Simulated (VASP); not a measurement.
## Rb3Na: relaxation of cell and atoms with LDA

Crystal: Rb3Na.

```
Rb Na
1.0
     0.00000    5.33582    5.33582
     5.33582    0.00000    5.33582
     5.33582    5.33582    0.00000
Rb Na
3 1
Direct
  0.25000 0.25000 0.25000
  0.75000 0.75000 0.75000
  0.50000 0.50000 0.50000
  0.00000 0.00000 0.00000
```

* Program: VASP 6.6.1
* Task: relaxation of cell and atoms
* Functional: LDA
* Potentials or basis: VASP PAW LDA potentials, release 64 (Rb_sv, Na_pv)
* Cutoff: 600 eV
* k mesh: 4 × 4 × 4
* Occupations: methfessel-paxton, width 0.1 eV
* Spin: no spin polarisation
* Dipole correction: no
* Further INCAR settings: ALGO = Normal; EDIFF = 1e-06; IBRION = 2; EDIFFG = -0.01; NSW = 60; ISIF = 3

```yaml
Relaxed_volume: 64.14 Å³/atom
Relaxed_cell: a = 7.132 Å, b = 7.132 Å, c = 7.132 Å, α = 60.00°, β = 60.00°, γ = 60.00°
Space_group_after_relaxing_to_0.1_Å: Fm-3m (No. 225)
Energy_gained_by_relaxing: 21.5 meV/atom
Ionic_steps: 4
Pressure_after_relaxing: 0.0 GPa
Band_gap_on_the_k_mesh: zero (bands 17 and 18 overlap by 1.50 eV)
```

The path:
```tsv
step	energy change (eV)	largest force (eV/Å)	pressure (GPa)	volume (Å³)
1	0.0000	0.0000	-0.52	303.83
2	-0.0320	0.0000	-0.44	293.16
3	-0.0848	0.0000	-0.09	262.64
4	-0.0861	0.0000	0.01	256.56
```

Final structure:
```yaml
crystal:
  lattice:
    - [0.00000, 5.04337, 5.04337]
    - [5.04337, 0.00000, 5.04337]
    - [5.04337, 5.04337, 0.00000]
  atoms:
    - { symbol: Rb, position: [0.25000, 0.25000, 0.25000] }
    - { symbol: Rb, position: [0.75000, 0.75000, 0.75000] }
    - { symbol: Rb, position: [0.50000, 0.50000, 0.50000] }
    - { symbol: Na, position: [0.00000, 0.00000, 0.00000] }
```

Levels at points of the mesh, in eV from the Fermi level:
| k point | band 15 | band 16 | band 17 | band 18 | band 19 | band 20 |
| --- | --- | --- | --- | --- | --- | --- |
| (0.00, 0.00, 0.00) | -12.83 | -2.52 | 1.11 | 1.11 | 1.11 | 1.36 |
| (0.50, 0.00, 0.00) | -12.84 | -1.26 | -1.16 | 0.92 | 0.92 | 1.66 |
| (0.50, 0.50, 0.00) | -12.84 | -0.91 | -0.79 | 0.07 | 0.41 | 0.93 |

It took 5.5 min on 1 thread of Intel Xeon 8259CL, with other jobs on the host, peak memory 0.41 GiB.

Caveat: the volume moved by over 15 % at a fixed basis, so the end points are rough.
